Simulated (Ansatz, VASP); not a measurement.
## One calculation of Mo, two programs

Contents of INCAR:

```
PREC = Accurate
ENCUT = 520
EDIFF = 1E-6
ISMEAR = -1
SIGMA = 0.1
LREAL = False
LASPH = True
NELM = 100
ALGO = Normal
ISIF = 2
LWAVE = False
LCHARG = False
GGA = RE
NBANDS = 13
```

KPOINTS

```
regular mesh
0
Gamma
  14 14 14
```

File POSCAR:

```
Mo
1.0
    2.6481273256      0.0000000000      0.0000000000
    0.0000000000      2.6481273256      0.0000000000
    0.0000000000      0.0000000000      2.6481273256
Mo
1
Direct
    0.0000000000      0.0000000000      0.0000000000
```

Input for Ansatz:

```yaml
crystal:
  lattice:
    - [2.6481273256, 0.0, 0.0]
    - [0.0, 2.6481273256, 0.0]
    - [0.0, 0.0, 2.6481273256]
  atoms:
    - { symbol: Mo, position: [0.0, 0.0, 0.0] }
hamiltonian:
  xc: revpbe
  pseudopotentials:
    kind: paw
    azcp:
      Mo: "pseudopotentials/Mo.paw.azcp"
basis:
  ecutwfc: 420
  fft_grid_basis: typed
kpoints:
  mp_grid: { grid: [14, 14, 14], shift: [0, 0, 0] }
magnetization:
  spin_polarized: false
scf:
  occupations: { method: fermi_dirac, width: 0.1 }
  lower_state_search: "off"
output:
  stress: true
  write_density: true
  write_potential: true
  elf: true
  volumetric_format: npy
```

Alike in both runs: task single point; functional revPBE; k mesh 14 × 14 × 14; occupations fermi-dirac, width 0.1 eV; no spin polarisation.

|  | VASP | Ansatz |
| --- | --- | --- |
| version | VASP 6.6.1 | Ansatz 0.2.0 |
| potentials or method | VASP PAW PBE potentials, release 64 (Mo_sv), cutoff 520 eV | plane waves (420 eV) with PAW, scalar-relativistic |
| valence electrons in the cell | 14 | 14 |

Ansatz gave:

```
pressure (GPa) : -7.4
```

Q: Estimate VASP's values.

A: Pressure (GPa): -7.0.

VASP's potentials were made for PBE, not for revPBE. The functional is the same, so the differences come from potentials, cutoffs and numerics.
